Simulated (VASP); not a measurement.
# InP (F-43m) in VASP: a series of runs

The runs below take InP through single point, with PBE0, HSE06.

Program: VASP 6.6.1. These are calculated values, not measurements. Logs are shortened: lines on timing, memory, paths and dates and some standing lists are left out, and cuts for length are marked.

## Step 1: The cell of the first run

It takes space group F-43m (No. 216, cubic). The conventional cell has a = 5.908 Å, b = 5.908 Å, c = 5.908 Å, α = 90.00°, β = 90.00°, γ = 90.00°. In (site symmetry -43m) has 4 P at 2.56 Å within 3.4 Å. P (site symmetry -43m) has 4 In at 2.56 Å within 3.4 Å.

## Step 2: Single point, PBE0

The input, POSCAR:

```
InP
1.0
    0.0000000000      2.9537876425      2.9537876425
    2.9537876425      0.0000000000      2.9537876425
    2.9537876425      2.9537876425      0.0000000000
In P
1 1
Direct
    0.0000000000      0.0000000000      0.0000000000
    0.2500000000      0.2500000000      0.2500000000
```

The input, INCAR.step1:

```
SYSTEM = InP
PREC = Accurate
ENCUT = 520
EDIFF = 1E-5
ISMEAR = 0
SIGMA = 0.01
LREAL = .FALSE.
LASPH = .TRUE.
NELM = 60
ALGO = Normal
ISIF = 2
LWAVE = .TRUE.
LCHARG = .FALSE.
NBANDS = 16
GGA = PE
```

The input, INCAR.step2:

```
SYSTEM = InP
PREC = Accurate
ENCUT = 520
EDIFF = 1E-6
ISMEAR = 0
SIGMA = 0.01
LREAL = .FALSE.
LASPH = .TRUE.
NELM = 60
ALGO = Normal
ISIF = 2
LWAVE = .FALSE.
LCHARG = .FALSE.
GGA = PE
LHFCALC = .TRUE.
AEXX = 0.25
PRECFOCK = Normal
NBANDS = 16
ISTART = 1
```

The input, KPOINTS:

```
regular mesh
0
G
  6 6 6
  0 0 0
```

Potentials or basis: VASP PAW PBE potentials, release 64 (In_d, P).

Command:

```
$ cat potpaw_PBE.64/In_d/POTCAR potpaw_PBE.64/P/POTCAR > POTCAR
$ cp INCAR.step1 INCAR
$ mpirun -np 1 vasp_std > vasp.out
$ cp INCAR.step2 INCAR
$ mpirun -np 1 vasp_std > vasp.out
```

OUTCAR:

```text
SYSTEM = InP
   PREC = Accurate
   ENCUT = 520
   EDIFF = 1E-6
   ISMEAR = 0
   LREAL = .FALSE.
   LASPH = .TRUE.
   NELM = 60
   ISIF = 2
   GGA = PE
   LHFCALC = .TRUE.
   AEXX = 0.25
   PRECFOCK = Normal
   ISTART = 1

 ion  position               nearest neighbor table
   1  0.000  0.000  0.000-   2 2.56   2 2.56   2 2.56   2 2.56
   2  0.250  0.250  0.250-   1 2.56   1 2.56   1 2.56   1 2.56

  LATTYP: Found a face centered cubic cell.
 ALAT       =     5.9075752850

  Lattice vectors:

 A1 = (   0.0000000000,   2.9537876425,   2.9537876425)
 A2 = (   2.9537876425,   0.0000000000,   2.9537876425)
 A3 = (   2.9537876425,   2.9537876425,   0.0000000000)

Analysis of symmetry for initial positions (statically):
=====================================================================
 Subroutine PRICEL returns:
 Original cell was already a primitive cell.

 Routine SETGRP: Setting up the symmetry group for a
 face centered cubic supercell.

 Subroutine GETGRP returns: Found 24 space group operations
 (whereof 24 operations were pure point group operations)
 out of a pool of 48 trial point group operations.

The static configuration has the point symmetry T_d .

Analysis of symmetry for dynamics (positions and initial velocities):
=====================================================================
 Subroutine PRICEL returns:
 Original cell was already a primitive cell.

 Routine SETGRP: Setting up the symmetry group for a
 face centered cubic supercell.

 Subroutine GETGRP returns: Found 24 space group operations
 (whereof 24 operations were pure point group operations)
 out of a pool of 48 trial point group operations.

The dynamic configuration has the point symmetry T_d .

 Subroutine INISYM returns: Found 24 space group operations
 (whereof 24 operations are pure point group operations),
 and found     1 'primitive' translations

----------------------------------------------------------------------------------------

                                     Primitive cell

  volume of cell :      51.5428

  direct lattice vectors                    reciprocal lattice vectors
     0.000000000  2.953787643  2.953787643    -0.169274186  0.169274186  0.169274186
     2.953787643  0.000000000  2.953787643     0.169274186 -0.169274186  0.169274186
     2.953787643  2.953787643  0.000000000     0.169274186  0.169274186 -0.169274186

  length of vectors
     4.177286544  4.177286544  4.177286544     0.293191491  0.293191491  0.293191491

  position of ions in fractional coordinates (direct lattice)
     0.000000000  0.000000000  0.000000000
     0.250000000  0.250000000  0.250000000

  ion indices of the primitive-cell ions
   primitive index   ion index
                 1           1
                 2           2

----------------------------------------------------------------------------------------

 KPOINTS: regular mesh

Automatic generation of k-mesh.
 Grid dimensions read from file:
 generate k-points for:    6    6    6

 Generating k-lattice:

  Cartesian coordinates                     Fractional coordinates (reciprocal lattice)
    -0.028212364  0.028212364  0.028212364     0.166666667  0.000000000  0.000000000
     0.028212364 -0.028212364  0.028212364     0.000000000  0.166666667  0.000000000
     0.028212364  0.028212364 -0.028212364     0.000000000  0.000000000  0.166666667

  Length of vectors
     0.048865249  0.048865249  0.048865249

  Shift w.r.t. Gamma in fractional coordinates (k-lattice)
     0.000000000  0.000000000  0.000000000

 Subroutine IBZKPT returns following result:
 ===========================================

 Found     16 irreducible k-points:

 Following reciprocal coordinates:
            Coordinates               Weight
  0.000000  0.000000  0.000000      1.000000
  0.166667  0.000000  0.000000      8.000000
  0.333333  0.000000  0.000000      8.000000
  0.500000  0.000000  0.000000      4.000000
  0.166667  0.166667  0.000000      6.000000
  0.333333  0.166667  0.000000     24.000000
[... 8 lines left out ...]
 -0.333333  0.333333  0.166667     24.000000
 -0.333333  0.500000  0.166667     12.000000
   k-points           NKPTS =     16   k-points in BZ     NKDIM =    216   number of bands    NBANDS=     16
   number of dos      NEDOS =    301   number of ions     NIONS =      2
   total plane-waves  NPLWV =  32768
   dimension x,y,z NGX =    32 NGY =   32 NGZ =   32
   dimension x,y,z NGXF=    64 NGYF=   64 NGZF=   64
   ions per type =               1   1
   NGX,Y,Z   is equivalent  to a cutoff of  12.74, 12.74, 12.74 a.u.
   NGXF,Y,Z  is equivalent  to a cutoff of  25.47, 25.47, 25.47 a.u.
 SYSTEM =  InP
   PREC   = accura    normal or accurate (medium, high low for compatibility)
   ISTART =      1    job   : 0-new  1-cont  2-samecut
   ICHARG =      0    charge: 1-file 2-atom 10-const
   ISPIN  =      1    spin polarized calculation?
   LNONCOLLINEAR =      F non collinear calculations
   LSORBIT =      F    spin-orbit coupling
   LASPH  =      T    aspherical Exc in radial PAW
   ENCUT  =  520.0 eV  38.22 Ry    6.18 a.u.   7.77  7.77  7.77*2*pi/ulx,y,z
   NELM   =     60;   NELMIN=  2; NELMDL=  0     # of ELM steps
   EDIFF  = 0.1E-05   stopping-criterion for ELM
   LREAL  =      F    real-space projection
   EDIFFG = 0.1E-04   stopping-criterion for IOM
   NSW    =      0    number of steps for IOM
   IBRION =     -1    ionic relax: 0-MD 1-quasi-New 2-CG
   NFREE  =      0    steps in history (QN), initial steepest desc. (CG)
   ISIF   =      2    stress and relaxation
   ISYM   =      3    0-nonsym 1-usesym 2-fastsym
   POTIM  = 0.5000    time-step for ionic-motion
   TEBEG  =    0.0;   TEEND  =   0.0 temperature during run
   PSTRESS=    0.0 pullay stress
   NELECT =      18.0000    total number of electrons
   NUPDOWN=      -1.0000    fix difference up-down
   EMIN   =  10.00;   EMAX   =-10.00  energy-range for DOS
   EFERMI =   0.00;   METHOD = LEGACY
   ISMEAR =     0;   SIGMA  =   0.01  broadening in eV -4-tet -1-fermi 0-gaus
   EFERMI_NEDOS =   21; number of points for ismear=-14 and -15
   IALGO  =     38    algorithm
   IMIX   =      1    mixing-type and parameters
     AMIX     =   0.40;   BMIX     =  1.00
     AMIX_MAG =   1.60;   BMIX_MAG =  1.00
  volume/ion in A,a.u.               =      25.77       173.91
  Fermi-wavevector in a.u.,A,eV,Ry     =   1.152860  2.178589 18.083301  1.329085
  Thomas-Fermi vector in A             =   2.289508
   LORBIT       =      0    0 simple, 1 ext, 2 COOP (PROOUT), +10 PAW based schemes
   GGA     = PE    functional components
   LHFCALC =     T    Hartree Fock is set to
   PRECFOCK=normal    Normal, Fast or Accurate (Low or Medium for compatibility)
   ENCUT4O =  -1.0   cutoff for four orbital integrals eV
   NKREDX  =     1    reduce k-point grid by
   NKREDY  =     1    reduce k-point grid by
   NKREDZ  =     1    reduce k-point grid by
   AEXX    =    0.2500 exact exchange contribution
   HFSCREEN=    0.0000 screening length (either q_TF or 0.3 A-1)
   HFSCREENC=   0.0000 screening length for correlation (either q_TF or 0.3 A-1)
   ENCUTFOCK=  -1.0 apply spherical cutoff to Coloumb kernel
   IVDW    =     0    specifies the selected vdW correction
   LEPSILON=     F    determine dielectric tensor
   LRPA    =     F    only Hartree local field effects (RPA)
 non-spin polarized calculation
 Gauss-broadening in eV      SIGMA  =   0.01
  energy-cutoff  :      520.00
  volume of cell :       51.54
 maximum number of plane-waves:      1411
  NGX = 24; NGY = 24; NGZ = 24

 number of electron      18.0000009 magnetization

 Free energy of the ion-electron system (eV)
  ---------------------------------------------------
  ext. energy  EPLUGINS =         0.00000000
  ---------------------------------------------------
  free energy    TOTEN  =       -10.89228799 eV

  energy without entropy =      -10.89228799  energy(sigma->0) =      -10.89228799

 E-fermi :   4.2439     XC(G=0):  -7.2683

 val. band max:        4.1699216090   @ k =   0.0000   0.0000   0.0000
 cond. band min:       6.1578159902   @ k =   0.0000   0.0000   0.0000
 fundamental gap:      1.9878943812
 Fermi energy:         4.2439399422

 k-point     1 :       0.0000    0.0000    0.0000
  band No.  band energies     occupation
      1     -11.7527      2.00000
      2     -11.7527      2.00000
      3     -11.7527      2.00000
      4     -11.6021      2.00000
      5     -11.6021      2.00000
      6      -8.4977      2.00000
[... 8 lines left out ...]
     15      15.3546      0.00000
     16      15.3546      0.00000

 k-point     2 :       0.1667    0.0000    0.0000
  band No.  band energies     occupation
      1     -11.7802      2.00000
      2     -11.7410      2.00000
      3     -11.7410      2.00000
      4     -11.6018      2.00000
      5     -11.6018      2.00000
      6      -8.1692      2.00000
[... 8 lines left out ...]
     15      14.4454      0.00000
     16      15.2428      0.00000

 k-point     3 :       0.3333    0.0000    0.0000
  band No.  band energies     occupation
      1     -11.8324      2.00000
      2     -11.7221      2.00000
      3     -11.7221      2.00000
      4     -11.5966      2.00000
      5     -11.5966      2.00000
      6      -7.3223      2.00000
[... 8 lines left out ...]
     15      14.9818      0.00000
     16      14.9818      0.00000

 k-point     4 :       0.5000    0.0000    0.0000
  band No.  band energies     occupation
      1     -11.8572      2.00000
      2     -11.7153      2.00000
      3     -11.7153      2.00000
      4     -11.5910      2.00000
      5     -11.5910      2.00000
      6      -6.6997      2.00000
[... 8 lines left out ...]
     15      16.6747      0.00000
     16      16.6747      0.00000
[... 172 lines left out ...]
 k-point    14 :       0.5000    0.3333    0.1667
  band No.  band energies     occupation
      1     -11.8716      2.00000
      2     -11.7007      2.00000
      3     -11.6843      2.00000
      4     -11.6202      2.00000
      5     -11.5864      2.00000
      6      -6.6621      2.00000
[... 8 lines left out ...]
     15      17.0687      0.00000
     16      17.8219      0.00000

 k-point    15 :      -0.3333    0.3333    0.1667
  band No.  band energies     occupation
      1     -11.8806      2.00000
      2     -11.7008      2.00000
      3     -11.6742      2.00000
      4     -11.6153      2.00000
      5     -11.5909      2.00000
      6      -6.1689      2.00000
[... 8 lines left out ...]
     15      17.0270      0.00000
     16      17.6462      0.00000

 k-point    16 :      -0.3333    0.5000    0.1667
  band No.  band energies     occupation
      1     -11.8991      2.00000
      2     -11.6841      2.00000
      3     -11.6612      2.00000
      4     -11.6290      2.00000
      5     -11.5833      2.00000
      6      -5.9578      2.00000
[... 8 lines left out ...]
     15      17.3439      0.00000
     16      18.0197      0.00000

------------------------ aborting loop because EDIFF is reached ----------------------------------------

  FORCE on cell =-STRESS in cart. coord.  units (eV):
  Direction    XX          YY          ZZ          XY          YZ          ZX
  --------------------------------------------------------------------------------------
  -------------------------------------------------------------------------------------
  Total       -0.2009398     -0.2009398     -0.2009398     -0.0000000      0.0000000     -0.0000000
  in kB       -6.2460977     -6.2460977     -6.2460977     -0.0000000      0.0000000     -0.0000000
  external PRESSURE =      -6.2460977 kB  Pullay stress =       0.0000000 kB

 VOLUME and BASIS-vectors are now :
 -----------------------------------------------------------------------------
  energy-cutoff  :      520.00
  volume of cell :       51.54
      direct lattice vectors                 reciprocal lattice vectors
     0.000000000  2.953787643  2.953787643    -0.169274186  0.169274186  0.169274186
     2.953787643  0.000000000  2.953787643     0.169274186 -0.169274186  0.169274186
     2.953787643  2.953787643  0.000000000     0.169274186  0.169274186 -0.169274186

 POSITION                                       TOTAL-FORCE (eV/Angst)
 -----------------------------------------------------------------------------------
      0.00000      0.00000      0.00000        -0.000000      0.000000      0.000000
      1.47689      1.47689      1.47689         0.000000     -0.000000     -0.000000
 -----------------------------------------------------------------------------------
    total drift:                                0.000056      0.000048      0.000033

  FREE ENERGIE OF THE ION-ELECTRON SYSTEM (eV)
  ---------------------------------------------------
  free  energy   TOTEN  =       -10.8922879918 eV

  energy  without entropy=      -10.8922879918  energy(sigma->0) =      -10.89228799
```

Run time: 17 min. Hardware: 1 thread of Intel Xeon 6975P-C (Granite Rapids), shared host; peak memory 0.2 GiB.

Results:

```yaml
Free_energy: -10.8923 eV
Pressure: -0.6 GPa
Band_gap_on_the_k_mesh: 1.99 eV
```

Caveat: the PAW data sets were made with another functional, which shifts forces and pressure a little; spin-orbit coupling is left out, which moves the levels of the heavy elements.

## Step 3: Single point, HSE06

POSCAR is that of step 2.

The input, INCAR.step1:

```
  PREC = Accurate
  ENCUT = 520
  EDIFF = 1E-5
  ISMEAR = 0
  SIGMA = 0.01
  LREAL = False
  LASPH = True
  NELM = 80
  ALGO = Normal
  ISIF = 2
  LWAVE = True
  LCHARG = False
  GGA = PE
  NBANDS = 16
```

The input, INCAR.step2:

```
  PREC = Accurate
  ENCUT = 520
  EDIFF = 1E-6
  ISMEAR = 0
  SIGMA = 0.01
  LREAL = False
  LASPH = True
  NELM = 80
  ALGO = Normal
  ISIF = 2
  LWAVE = False
  LCHARG = False
  GGA = PE
  LHFCALC = True
  HFSCREEN = 0.2079
  PRECFOCK = Normal
  ISTART = 1
  NBANDS = 16
```

The input, KPOINTS:

```
Automatic mesh
0
Gamma
  6 6 6
```

Potentials or basis: VASP PAW PBE potentials, release 64 (In_d, P).

Command:

```
$ cat potpaw_PBE.64/In_d/POTCAR potpaw_PBE.64/P/POTCAR > POTCAR
$ cp INCAR.step1 INCAR
$ mpirun -np 1 vasp_std > vasp.out
$ cp INCAR.step2 INCAR
$ mpirun -np 1 vasp_std > vasp.out
```

Wall time 56 min (1 thread of Oxide Virtual Turin-like, shared host); peak memory 0.27 GiB.

The run converged. Its results:

```yaml
Free_energy: -9.9857 eV
Pressure: -0.4 GPa
Band_gap_on_the_k_mesh: 1.35 eV
```

Levels at points of the mesh, in eV from the valence-band top:
```tsv
k point	band 7	band 8	band 9	band 10	band 11	band 12
(0.00, 0.00, 0.00)	0.00	0.00	0.00	1.35	4.91	4.91
(0.50, 0.00, 0.00)	-6.11	-1.02	-1.02	2.19	5.65	5.65
(0.50, 0.50, 0.00)	-6.13	-2.45	-2.45	2.40	2.99	10.26
```

Caveat: the PAW data sets were made with another functional, which shifts forces and pressure a little; spin-orbit coupling is left out, which moves the levels of the heavy elements.
